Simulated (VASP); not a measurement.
# AlGa2N2 (P4/mmm) in VASP: notebook

AlGa2N2 is run at these levels: PBE; tasks: relaxation of cell and atoms, single point.

Program: VASP 6.6.1. These are calculated values, not measurements. Logs are shortened: lines on timing, memory, paths and dates and some standing lists are left out, and cuts for length are marked.

## Step 1: The cell of the first run

The structure is tetragonal, space group P4/mmm (No. 123). The conventional cell has a = 3.408 Å, b = 3.408 Å, c = 6.781 Å, α = 90.00°, β = 90.00°, γ = 90.00°. Within 2.6 Å of Al (site symmetry 4/mmm) lie 2 Ga at 1.98 Å. Ga (site symmetry 4mm) has 1 Al at 1.98 Å and 4 N at 2.21 Å within 2.6 Å. N (site symmetry mmm) has 4 Ga at 2.21 Å and 4 N at 2.41 Å within 2.9 Å.

The cell was generated, and may not be a known phase.

## Step 2: Relaxation of cell and atoms, PBE

INCAR reads:

```
PREC     = Accurate       # precision mode
ENCUT    = 600            # plane-wave cutoff, eV
EDIFF    = 1E-6           # SCF threshold, eV
ISMEAR   = 0              # smearing method
SIGMA    = 0.1            # smearing width, eV
LREAL    = F              # projectors in reciprocal space
LASPH    = T              # aspherical terms in the spheres
NELM     = 60             # most SCF steps
ALGO     = Normal         # electronic algorithm
ISIF     = 3              # what is computed and relaxed
LWAVE    = F              # write WAVECAR
LCHARG   = F              # write CHGCAR
GGA      = PE             # functional
IBRION   = 2              # ionic algorithm
NSW      = 90             # ionic steps
EDIFFG   = -0.04          # ionic threshold
```

KPOINTS reads:

```
regular mesh
0
Gamma
  6 6 4
```

POSCAR reads:

```
AlGa2N2
1.0
    3.4076416400      0.0000000000      0.0000000000
    0.0000000000      3.4076416400      0.0000000000
    0.0000000000      0.0000000000      6.7809704700
Al Ga N
1 2 2
Direct
    0.5000000000      0.5000000000      0.0000000000
    0.5000000000      0.5000000000      0.7083414700
    0.5000000000      0.5000000000      0.2916585300
    0.0000000000      0.5000000000      0.5000000000
    0.5000000000      0.0000000000      0.5000000000
```

Potentials or basis: VASP PAW PBE potentials, release 64 (Al, Ga_d, N).

The run is started by

```sh
$ cat potpaw_PBE.64/Al/POTCAR potpaw_PBE.64/Ga_d/POTCAR potpaw_PBE.64/N/POTCAR > POTCAR
$ mpirun -np 1 vasp_std > vasp.out
```

OUTCAR:

```text
PREC = Accurate
   ENCUT = 600
   EDIFF = 1E-6
   ISMEAR = 0
   LREAL = F
   LASPH = T
   NELM = 60
   ISIF = 3
   GGA = PE
   IBRION = 2
   NSW = 90
   EDIFFG = -0.04

 ion  position               nearest neighbor table
   1  0.500  0.500  0.000-   2 1.98   3 1.98
   2  0.500  0.500  0.708-   1 1.98   4 2.21   5 2.21   5 2.21   4 2.21   3 2.83
   3  0.500  0.500  0.292-   1 1.98   4 2.21   5 2.21   5 2.21   4 2.21   2 2.83
   4  0.000  0.500  0.500-   2 2.21   3 2.21   2 2.21   3 2.21
   5  0.500  0.000  0.500-   2 2.21   3 2.21   2 2.21   3 2.21

  LATTYP: Found a simple tetragonal cell.
 ALAT       =     3.4076416400
 C/A-ratio  =     1.9899306284

  Lattice vectors:

 A1 = (   3.4076416400,   0.0000000000,   0.0000000000)
 A2 = (   0.0000000000,   3.4076416400,   0.0000000000)
 A3 = (   0.0000000000,   0.0000000000,   6.7809704700)

Analysis of symmetry for initial positions (statically):
=====================================================================
 Subroutine PRICEL returns:
 Original cell was already a primitive cell.

 Routine SETGRP: Setting up the symmetry group for a
 simple tetragonal supercell.

 Subroutine GETGRP returns: Found 16 space group operations
 (whereof 16 operations were pure point group operations)
 out of a pool of 16 trial point group operations.

The static configuration has the point symmetry D_4h.

Analysis of symmetry for dynamics (positions and initial velocities):
=====================================================================
 Subroutine PRICEL returns:
 Original cell was already a primitive cell.

 Routine SETGRP: Setting up the symmetry group for a
 simple tetragonal supercell.

 Subroutine GETGRP returns: Found 16 space group operations
 (whereof 16 operations were pure point group operations)
 out of a pool of 16 trial point group operations.

The dynamic configuration has the point symmetry D_4h.

 Subroutine INISYM returns: Found 16 space group operations
 (whereof 16 operations are pure point group operations),
 and found     1 'primitive' translations

----------------------------------------------------------------------------------------

                                     Primitive cell

  volume of cell :      78.7408

  direct lattice vectors                    reciprocal lattice vectors
     3.407641640  0.000000000  0.000000000     0.293458088  0.000000000  0.000000000
     0.000000000  3.407641640  0.000000000     0.000000000  0.293458088  0.000000000
     0.000000000  0.000000000  6.780970470     0.000000000  0.000000000  0.147471517

  length of vectors
     3.407641640  3.407641640  6.780970470     0.293458088  0.293458088  0.147471517

  position of ions in fractional coordinates (direct lattice)
     0.500000000  0.500000000  0.000000000
     0.500000000  0.500000000  0.708341470
     0.500000000  0.500000000  0.291658530
     0.000000000  0.500000000  0.500000000
     0.500000000  0.000000000  0.500000000

  ion indices of the primitive-cell ions
   primitive index   ion index
                 1           1
                 2           2
                 3           3
                 4           4
                 5           5

----------------------------------------------------------------------------------------

 KPOINTS: regular mesh

Automatic generation of k-mesh.
 Grid dimensions read from file:
 generate k-points for:    6    6    4

 Generating k-lattice:

  Cartesian coordinates                     Fractional coordinates (reciprocal lattice)
     0.048909681  0.000000000  0.000000000     0.166666667  0.000000000  0.000000000
     0.000000000  0.048909681  0.000000000     0.000000000  0.166666667  0.000000000
     0.000000000  0.000000000  0.036867879     0.000000000  0.000000000  0.250000000

  Length of vectors
     0.048909681  0.048909681  0.036867879

  Shift w.r.t. Gamma in fractional coordinates (k-lattice)
     0.000000000  0.000000000  0.000000000

 Subroutine IBZKPT returns following result:
 ===========================================

 Found     30 irreducible k-points:

 Following reciprocal coordinates:
            Coordinates               Weight
  0.000000  0.000000  0.000000      1.000000
  0.166667  0.000000  0.000000      4.000000
  0.333333  0.000000  0.000000      4.000000
  0.500000  0.000000  0.000000      2.000000
  0.166667  0.166667  0.000000      4.000000
  0.333333  0.166667  0.000000      8.000000
[... 16 lines left out ...]
  0.333333  0.000000  0.500000      4.000000
  0.500000  0.000000  0.500000      2.000000
 [... further k-points ...]
   k-points           NKPTS =     30   k-points in BZ     NKDIM =     30   number of bands    NBANDS=     23
   number of dos      NEDOS =    301   number of ions     NIONS =      5
   total plane-waves  NPLWV =  42336
   dimension x,y,z NGX =    28 NGY =   28 NGZ =   54
   dimension x,y,z NGXF=    56 NGYF=   56 NGZF=  108
   ions per type =               1   2   2
   NGX,Y,Z   is equivalent  to a cutoff of  13.66, 13.66, 13.24 a.u.
   NGXF,Y,Z  is equivalent  to a cutoff of  27.32, 27.32, 26.48 a.u.
 SYSTEM =  unknown system
   PREC   = accura    normal or accurate (medium, high low for compatibility)
   ISTART =      0    job   : 0-new  1-cont  2-samecut
   ICHARG =      2    charge: 1-file 2-atom 10-const
   ISPIN  =      1    spin polarized calculation?
   LNONCOLLINEAR =      F non collinear calculations
   LSORBIT =      F    spin-orbit coupling
   LASPH  =      T    aspherical Exc in radial PAW
   ENCUT  =  600.0 eV  44.10 Ry    6.64 a.u.   6.81  6.81 13.54*2*pi/ulx,y,z
   NELM   =     60;   NELMIN=  2; NELMDL= -5     # of ELM steps
   EDIFF  = 0.1E-05   stopping-criterion for ELM
   LREAL  =      F    real-space projection
   EDIFFG = -.4E-01   stopping-criterion for IOM
   NSW    =     90    number of steps for IOM
   IBRION =      2    ionic relax: 0-MD 1-quasi-New 2-CG
   NFREE  =      1    steps in history (QN), initial steepest desc. (CG)
   ISIF   =      3    stress and relaxation
   ISYM   =      2    0-nonsym 1-usesym 2-fastsym
   POTIM  = 0.5000    time-step for ionic-motion
   TEBEG  =    0.0;   TEEND  =   0.0 temperature during run
   PSTRESS=    0.0 pullay stress
   NELECT =      39.0000    total number of electrons
   NUPDOWN=      -1.0000    fix difference up-down
   EMIN   =  10.00;   EMAX   =-10.00  energy-range for DOS
   EFERMI =   0.00;   METHOD = LEGACY
   ISMEAR =     0;   SIGMA  =   0.10  broadening in eV -4-tet -1-fermi 0-gaus
   EFERMI_NEDOS =   21; number of points for ismear=-14 and -15
   IALGO  =     38    algorithm
   IMIX   =      4    mixing-type and parameters
     AMIX     =   0.40;   BMIX     =  1.00
     AMIX_MAG =   1.60;   BMIX_MAG =  1.00
  volume/ion in A,a.u.               =      15.75       106.27
  Fermi-wavevector in a.u.,A,eV,Ry     =   1.295278  2.447721 22.827123  1.677746
  Thomas-Fermi vector in A             =   2.426808
   LORBIT       =      0    0 simple, 1 ext, 2 COOP (PROOUT), +10 PAW based schemes
   GGA     = PE    functional components
   LHFCALC =     F    Hartree Fock is set to
   AEXX    =    0.0000 exact exchange contribution
   IVDW    =     0    specifies the selected vdW correction
   LEPSILON=     F    determine dielectric tensor
   LRPA    =     F    only Hartree local field effects (RPA)
 conjugate gradient relaxation of ions
 non-spin polarized calculation
 Gauss-broadening in eV      SIGMA  =   0.10
  energy-cutoff  :      600.00
  volume of cell :       78.74
 maximum number of plane-waves:      2640
 NGX is ok and might be reduce to    28
   NGX = 13   NGY = 13   NGZ = 27

--------------------------------------- Ionic step        1  -------------------------------------------

 number of electron      38.9999993 magnetization

 Free energy of the ion-electron system (eV)
  ---------------------------------------------------
  ext. energy  EPLUGINS =         0.00000000
  ---------------------------------------------------
  free energy    TOTEN  =       -18.34292891 eV

  energy without entropy =      -18.32710834  energy(sigma->0) =      -18.33501863

 E-fermi :   4.1592     XC(G=0): -10.1186

 val. band max:        4.1179582665   @ k =   0.3333   0.3333   0.2500
 cond. band min:       4.1740097772   @ k =   0.3333   0.0000   0.5000
 fundamental gap:      0.0560515107
 Fermi energy:         4.1591698255

 k-point     1 :       0.0000    0.0000    0.0000
  band No.  band energies     occupation
      1     -11.9826      2.00000
      2     -10.8849      2.00000
      3     -10.8174      2.00000
      4     -10.7754      2.00000
      5     -10.7754      2.00000
      6     -10.7650      2.00000
[... 613 lines left out ...]
     22       5.5469      0.00000
     23       8.4547      0.00000

 [... further k-points ...]

------------------------ aborting loop because EDIFF is reached ----------------------------------------

  FORCE on cell =-STRESS in cart. coord.  units (eV):
  Direction    XX          YY          ZZ          XY          YZ          ZX
  --------------------------------------------------------------------------------------
  -------------------------------------------------------------------------------------
  Total       -4.5465122     -4.5465122     26.8440196      0.0000000      0.0000000      0.0000000
  in kB      -92.5101225    -92.5101225    546.2084858      0.0000000      0.0000000      0.0000000
  external PRESSURE =     120.3960802 kB  Pullay stress =       0.0000000 kB
[... 26 lines left out ...]
--------------------------------------- Ionic step        2  -------------------------------------------

 number of electron      38.9999978 magnetization

 E-fermi :   3.5980     XC(G=0):  -9.4458

 val. band max:        3.5874922356   @ k =   0.1667   0.1667   0.2500
 cond. band min:       3.6085119922   @ k =   0.3333   0.0000   0.5000
 fundamental gap:      0.0210197566
 Fermi energy:         3.5980342725

 k-point     1 :       0.0000    0.0000    0.0000
  band No.  band energies     occupation
      1     -14.5083      2.00000
      2     -11.7306      2.00000
      3     -11.3601      2.00000
      4     -11.3601      2.00000
      5     -11.3110      2.00000
      6     -11.2260      2.00000
[... 613 lines left out ...]
     22       5.1937      0.00000
     23       5.3160      0.00000

 [... further k-points ...]

------------------------ aborting loop because EDIFF is reached ----------------------------------------

  FORCE on cell =-STRESS in cart. coord.  units (eV):
  Direction    XX          YY          ZZ          XY          YZ          ZX
  --------------------------------------------------------------------------------------
  -------------------------------------------------------------------------------------
  Total        2.6692856      2.6692856     -1.0218454      0.0000000      0.0000000      0.0000000
  in kB       47.1891223     47.1891223    -18.0647543      0.0000000      0.0000000      0.0000000
  external PRESSURE =      25.4378301 kB  Pullay stress =       0.0000000 kB
[... 59 lines left out ...]
  FREE ENERGIE OF THE ION-ELECTRON SYSTEM (eV)
  ---------------------------------------------------
  free  energy   TOTEN  =       -21.3795505212 eV

  energy  without entropy=      -21.3658914805  energy(sigma->0) =      -21.37272100

[... ionic steps 4 to 7 ...]

--------------------------------------- Ionic step        8  -------------------------------------------

 number of electron      39.0000040 magnetization

------------------------ aborting loop because EDIFF is reached ----------------------------------------
[... 73 lines left out ...]
--------------------------------------- Ionic step       10  -------------------------------------------

 number of electron      39.0000029 magnetization

 Free energy of the ion-electron system (eV)
  ---------------------------------------------------
  ext. energy  EPLUGINS =         0.00000000
  ---------------------------------------------------
  free energy    TOTEN  =       -21.40634388 eV

  energy without entropy =      -21.39363046  energy(sigma->0) =      -21.39998717

 E-fermi :   4.0902     XC(G=0):  -9.8859

 val. band max:        4.0408463950   @ k =   0.3333   0.3333   0.2500
 cond. band min:       4.1006912866   @ k =   0.3333   0.3333   0.5000
 fundamental gap:      0.0598448916
 Fermi energy:         4.0902486274

 k-point     1 :       0.0000    0.0000    0.0000
  band No.  band energies     occupation
      1     -13.1438      2.00000
      2     -11.0183      2.00000
      3     -10.7338      2.00000
      4     -10.7338      2.00000
      5     -10.7283      2.00000
      6     -10.6799      2.00000
[... 613 lines left out ...]
     22       5.4618      0.00000
     23       7.0317      0.00000

 [... further k-points ...]

------------------------ aborting loop because EDIFF is reached ----------------------------------------

  FORCE on cell =-STRESS in cart. coord.  units (eV):
  Direction    XX          YY          ZZ          XY          YZ          ZX
  --------------------------------------------------------------------------------------
  -------------------------------------------------------------------------------------
  Total       -0.0592437     -0.0592437      0.0491017      0.0000000      0.0000000     -0.0000000
  in kB       -1.1436164     -1.1436164      0.9478402      0.0000000      0.0000000     -0.0000000
  external PRESSURE =      -0.4464642 kB  Pullay stress =       0.0000000 kB
[... 20 lines left out ...]
  FREE ENERGIE OF THE ION-ELECTRON SYSTEM (eV)
  ---------------------------------------------------
  free  energy   TOTEN  =       -21.4063438842 eV

  energy  without entropy=      -21.3936304608  energy(sigma->0) =      -21.39998717

 reached required accuracy - stopping structural energy minimisation
```

It took 13 min on 1 thread of AMD EPYC 7R13, shared host; peak memory 0.21 GiB.

Results:

```yaml
Free_energy: -21.4063 eV
Relaxed_volume: 16.60 Å³/atom
Relaxed_cell: a = 3.319 Å, b = 3.319 Å, c = 7.533 Å, α = 90.00°, β = 90.00°, γ = 90.00°
Space_group_after_relaxing_to_0.1_Å: P4/mmm (No. 123)
Energy_gained_by_relaxing: 612.7 meV/atom
Ionic_steps: 10
Pressure_after_relaxing: 0.0 GPa
Largest_force_after_relaxing: 0.032 eV/Å
Band_gap_on_the_k_mesh: zero (an odd number of electrons rules out a gap without spin polarisation)
```

Forces in eV/Å, atoms in the order of the input:
```
Al   0.000  0.000  0.000
Ga   0.000  0.000  0.032
Ga   0.000  0.000 -0.032
N    0.000  0.000  0.000
N    0.000  0.000  0.000
```

The path:
| step | energy change (eV) | largest force (eV/Å) | pressure (GPa) | volume (Å³) |
| --- | --- | --- | --- | --- |
| 1 | 0.0000 | 8.9922 | 12.04 | 78.74 |
| 2 | -2.0716 | 2.8553 | 2.54 | 90.63 |
| 3 | -3.0366 | 0.2322 | -1.77 | 85.12 |
| 4 | -3.0487 | 0.0753 | -1.73 | 84.85 |
| 5 | -3.0551 | 0.2137 | -1.57 | 84.39 |
| 6 | -3.0553 | 0.1436 | -1.66 | 84.50 |
| 7 | -3.0606 | 0.2394 | 0.50 | 82.68 |
| 8 | -3.0624 | 0.1034 | -0.17 | 83.29 |
| 9 | -3.0633 | 0.0482 | 0.01 | 83.07 |
| 10 | -3.0634 | 0.0319 | -0.04 | 83.00 |

Final structure:
```
Al Ga N
1.0
     3.31944    0.00000    0.00000
     0.00000    3.31944    0.00000
     0.00000    0.00000    7.53255
Al Ga N
1 2 2
Cartesian
  1.6597 1.6597 0.0000
  1.6597 1.6597 5.0656
  1.6597 1.6597 2.4669
  0.0000 1.6597 3.7663
  1.6597 0.0000 3.7663
```

Levels at points of the mesh, in eV from the Fermi level:
```tsv
k point	band 17	band 18	band 19	band 20	band 21	band 22
(0.00, 0.00, 0.00)	-2.13	-0.78	-0.68	1.27	1.27	4.66
(0.50, 0.00, 0.00)	-3.08	-2.06	-1.12	-1.11	-0.92	2.04
(0.50, 0.50, 0.00)	-3.17	-2.92	-0.14	-0.14	1.53	2.67
(0.00, 0.00, 0.50)	-4.52	-0.78	1.27	1.27	2.09	3.39
(0.50, 0.00, 0.50)	-3.08	-2.56	-1.31	-1.28	-1.12	1.37
(0.50, 0.50, 0.50)	-3.91	-1.43	0.37	0.37	1.53	1.71
```

(Part 1 of 2 ends here.)

The gap in the log of VASP goes by the Fermi energy; the results here count the filled bands.